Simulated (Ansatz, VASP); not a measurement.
Two plane-wave programs on Ta3N

File INCAR:

```
SYSTEM = Ta3N
  PREC = Accurate
  ENCUT = 520
  EDIFF = 1E-6
  ISMEAR = 0
  SIGMA = 0.15
  LREAL = .False.
  LASPH = .True.
  NELM = 80
  ALGO = Normal
  ISIF = 2
  LWAVE = .False.
  LCHARG = .False.
  GGA = PS
  NBANDS = 27
```

File KPOINTS:

```
Automatic mesh
0
Gamma
  18 18 8
  0 0 0
```

The input POSCAR:

```
Ta3N
1.0
    3.1205247677      0.0000000000      0.0000000000
   -1.5602623839      2.7024537220      0.0000000000
    0.0000000000      0.0000000000      7.1519281125
Ta N
3 1
Direct
    0.0000000000      0.0000000000      0.5000000000
    0.3333333333      0.6666666667      0.1725859884
    0.6666666667      0.3333333333      0.8274140116
    0.0000000000      0.0000000000      0.0000000000
```

Input for Ansatz:

```yaml
crystal:
  lattice:
    - [3.1205247677, 0.0, 0.0]
    - [-1.5602623839, 2.702453722, 0.0]
    - [0.0, 0.0, 7.1519281125]
  atoms:
    - { symbol: Ta, position: [0.0, 0.0, 0.5] }
    - { symbol: Ta, position: [0.3333333333, 0.6666666667, 0.1725859884] }
    - { symbol: Ta, position: [0.6666666667, 0.3333333333, 0.8274140116] }
    - { symbol: "N", position: [0.0, 0.0, 0.0] }
basis:
  ecutwfc: 420
kpoints:
  mp_grid: { grid: [18, 18, 8] }
hamiltonian:
  xc: pbesol
scf:
  occupations: { method: gaussian, width: 0.15 }
output:
  forces: true
  stress: true
  eigenvalues: true
  write_density: true
  write_potential: true
  elf: true
  volumetric_format: npy
```

Change from the starting cell: strain +0.040 along x and y, -0.040 along z, atoms carried along.

Alike in both runs: task single point; functional PBEsol; k mesh 18 × 18 × 8; occupations gaussian, width 0.15 eV; no spin polarisation.

|  | VASP | Ansatz |
| --- | --- | --- |
| version | VASP 6.6.1 | Ansatz 0.2.0 |
| potentials or method | VASP PAW PBE potentials, release 64 (Ta_pv, N), cutoff 520 eV | scalar-relativistic, plane waves, PAW |
| valence electrons in the cell | 38 | 44 |

VASP gave:

```
gap on the k mesh at the Fermi level (eV)                     : none
pressure (GPa)                                                : -8.5
traceless stress, the component that is largest in VASP (GPa) : 6.98
rms of the force components (eV/Å)                            : 0.261
```

Q: Estimate Ansatz's values.

A: gap on the k mesh at the Fermi level (eV): none; pressure (GPa): -8.9; traceless stress, the component that is largest in VASP (GPa): 7.02; rms of the force components (eV/Å): 0.283.

VASP's potentials were made for PBE, not for PBEsol. Atom by atom the forces differ by 0.022 eV/Å (rms over components). A gap of «none» marks a metal or a gap that the smearing closes. The functional is the same, so the differences come from potentials, cutoffs and numerics. VASP's potentials hold 38 valence electrons a cell and Ansatz's 44, so a difference there can come from the potentials and not from the codes.

Spin-orbit coupling is off throughout.
